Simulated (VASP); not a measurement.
A run of VASP 6.6.1:

INCAR

```
SYSTEM = CuI2
PREC     = Accurate       ! precision mode
ENCUT    = 520            ! plane-wave cutoff, eV
EDIFF    = 1E-8           ! SCF threshold, eV
ISMEAR   = -1             ! smearing method
SIGMA    = 0.08           ! smearing width, eV
LREAL    = .False.        ! projectors in reciprocal space
LASPH    = .True.         ! aspherical terms in the spheres
NELM     = 100            ! most SCF steps
ALGO     = Normal         ! electronic algorithm
ISIF     = 2              ! what is computed and relaxed
LWAVE    = .False.        ! write WAVECAR
LCHARG   = .False.        ! write CHGCAR
GGA      = PE             ! functional
LEFG     = .True.       
NBANDS   = 20             ! bands
```

Contents of KPOINTS:

```
regular mesh
0
Gamma
  13 13 7
  0 0 0
```

Contents of POSCAR:

```
CuI2
1.0
    3.9469821396      0.0000000000      0.0000000000
   -1.9734910698      3.4181868012      0.0000000000
    0.0000000000      0.0000000000      7.6252784363
Cu I
1 2
Direct
    0.0000000000      0.0000000000      0.0000000000
    0.3333333333      0.6666666667      0.2095637805
    0.6666666667      0.3333333333      0.7904362195
```

Potentials or basis: VASP PAW PBE potentials, release 64 (Cu, I).

Run with:

```sh
$ cat potpaw_PBE.64/Cu/POTCAR potpaw_PBE.64/I/POTCAR > POTCAR
$ mpirun -np 1 vasp_std > vasp.out
```

Hardware: 1 thread of Intel(R) Xeon(R) Platinum 8488C (Sapphire Rapids), with other jobs on the host.

Q: How long does it take, and how much memory?

A: It took 5.3 min on 1 thread of Intel(R) Xeon(R) Platinum 8488C (Sapphire Rapids), with other jobs on the host, peak memory 0.41 GiB. Counts: scf iterations 19, k points 126.
